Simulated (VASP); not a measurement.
Crystal: InP.

```xyz
2
Lattice="4.1444 0.0000 0.0000 2.0722 3.5891 0.0000 2.0722 1.1964 3.3839" Properties=species:S:1:pos:R:3 pbc="T T T"
In    0.0000    0.0000    0.0000
P     2.0722    1.1964    0.8460
```

- Program: VASP 6.6.1
- Task: relaxation of cell and atoms
- Functional: PBE
- Potentials or basis: VASP PAW PBE potentials, release 64 (In_d, P)
- Cutoff: 600 eV
- k mesh: 6 × 6 × 6
- Occupations: gaussian, width 0.01 eV
- Spin: no spin polarisation

At the start: pressure 3.3 GPa; volume 25.17 Å³/atom.

Task: How do energy, volume and symmetry change on relaxing?

Result: Over 3 steps the energy falls by 12.5 meV/atom and the volume is 26.44 Å³/atom (+5.0 %); space group F-43m (No. 216, to 0.05 Å).

Step by step:
| step | energy change (eV) | largest force (eV/Å) | pressure (GPa) | volume (Å³) |
| --- | --- | --- | --- | --- |
| 1 | 0.0000 | 0.0000 | 3.31 | 50.33 |
| 2 | -0.0189 | 0.0000 | -1.42 | 54.22 |
| 3 | -0.0250 | 0.0000 | 0.01 | 52.87 |

Final structure:
```
CELL_PARAMETERS angstrom
4.21288 0.00000 0.00000
2.10644 3.64846 0.00000
2.10644 1.21615 3.43980
ATOMIC_POSITIONS crystal
In 0.00000 0.00000 0.00000
P 0.25000 0.25000 0.25000
```
